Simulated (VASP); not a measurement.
ZnS:

```
Zn S
1.0
     0.00000    2.70200    2.70200
     2.70200    0.00000    2.70200
     2.70200    2.70200    0.00000
Zn S
1 1
Direct
  0.25000 0.25000 0.25000
  0.00000 0.00000 0.00000
```

* Program: VASP 6.6.1
* Task: relaxation of cell and atoms
* Functional: PBEsol
* Potentials or basis: VASP PAW PBE potentials, release 64 (Zn, S)
* Cutoff: 600 eV
* k mesh: 8 × 8 × 8
* Occupations: fermi-dirac, width 0.02 eV
* Spin: no spin polarisation

At the start: pressure -1.7 GPa; volume 19.73 Å³/atom.

How do energy, volume and symmetry change on relaxing?

Over 3 steps the energy falls by 2.7 meV/atom and the volume is 19.26 Å³/atom (-2.4 %); space group F-43m (No. 216, to 0.1 Å) before and after.

Step by step:
| step | energy change (eV) | largest force (eV/Å) | pressure (GPa) | volume (Å³) |
| --- | --- | --- | --- | --- |
| 1 | 0.0000 | 0.0000 | -1.72 | 39.45 |
| 2 | -0.0049 | 0.0000 | 0.58 | 38.26 |
| 3 | -0.0053 | 0.0000 | -0.03 | 38.51 |

Final structure:
```xyz
2
Lattice="0.0000 2.6803 2.6803 2.6803 0.0000 2.6803 2.6803 2.6803 0.0000" Properties=species:S:1:pos:R:3 pbc="T T T"
Zn    1.3402    1.3402    1.3402
S     0.0000    0.0000    0.0000
```

Caveat: the PAW data sets were made with another functional, which shifts forces and pressure a little.
